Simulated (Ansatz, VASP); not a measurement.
**One calculation of CaHfH6, two programs**

INCAR

```
SYSTEM = CaHfH6
PREC = Accurate ; ENCUT = 520
EDIFF = 1E-6 ; ISMEAR = 0
SIGMA = 0.1 ; LREAL = .FALSE.
LASPH = .TRUE. ; NELM = 60
ALGO = Normal ; ISIF = 2
LWAVE = .FALSE. ; LCHARG = .TRUE.
GGA = PE ; LELF = .TRUE.
LVHAR = .TRUE. ; NBANDS = 23
```

The input KPOINTS:

```
regular mesh
0
G
  4 4 4
  0 0 0
```

Contents of POSCAR:

```
CaHfH6
1.0
    0.0000000000      4.3381474300      4.3381474300
    4.3381474300      0.0000000000      4.3381474300
    4.3381474300      4.3381474300      0.0000000000
Ca Hf H
1 1 6
Direct
    0.0000000000      0.0000000000      0.0000000000
    0.5000000000      0.5000000000      0.5000000000
    0.7445229000      0.2554771000      0.2554771000
    0.2554771000      0.7445229000      0.2554771000
    0.2554771000      0.2554771000      0.7445229000
    0.2554771000      0.7445229000      0.7445229000
    0.7445229000      0.2554771000      0.7445229000
    0.7445229000      0.7445229000      0.2554771000
```

Input for Ansatz:

```yaml
crystal:
  lattice:
    - [0.0, 4.33814743, 4.33814743]
    - [4.33814743, 0.0, 4.33814743]
    - [4.33814743, 4.33814743, 0.0]
  atoms:
    - { symbol: Ca, position: [0.0, 0.0, 0.0] }
    - { symbol: Hf, position: [0.5, 0.5, 0.5] }
    - { symbol: H, position: [0.7445229, 0.2554771, 0.2554771] }
    - { symbol: H, position: [0.2554771, 0.7445229, 0.2554771] }
    - { symbol: H, position: [0.2554771, 0.2554771, 0.7445229] }
    - { symbol: H, position: [0.2554771, 0.7445229, 0.7445229] }
    - { symbol: H, position: [0.7445229, 0.2554771, 0.7445229] }
    - { symbol: H, position: [0.7445229, 0.7445229, 0.2554771] }
basis:
  ecutwfc: 420
kpoints:
  mp_grid: { grid: [4, 4, 4] }
hamiltonian:
  xc: pbe
scf:
  occupations: { method: gaussian, width: 0.1 }
  lower_state_search: "off"
output:
  forces: true
  stress: true
  eigenvalues: true
```

Alike in both runs: task single point; functional PBE; k mesh 4 × 4 × 4; occupations gaussian, width 0.1 eV; no spin polarisation.

|  | VASP | Ansatz |
| --- | --- | --- |
| version | VASP 6.6.1 | Ansatz 0.2.0 |
| potentials or method | VASP PAW PBE potentials, release 64 (Ca_sv, Hf_pv, H), cutoff 520 eV | scalar-relativistic, plane waves, PAW |
| valence electrons in the cell | 26 | 42 |

|  | VASP | Ansatz | Ansatz less VASP |
| --- | --- | --- | --- |
| gap on the k mesh at the Fermi level (eV) | 2.40 | 2.43 | +0.022 |
| least direct gap on the mesh (eV) | 2.58 | 2.61 | +0.026 |
| pressure (GPa) | -5.4 | -5.2 | +0.14 |
| rms of the force components (eV/Å) | 0.613 | 0.598 | -0.0150 |

Atom by atom the forces differ by 0.015 eV/Å (rms over components). With one functional, cell and mesh, what is left measures potentials, basis and numerics. VASP's potentials hold 26 valence electrons a cell and Ansatz's 42, so a difference there can come from the potentials and not from the codes.

Neither program's run includes spin-orbit coupling.
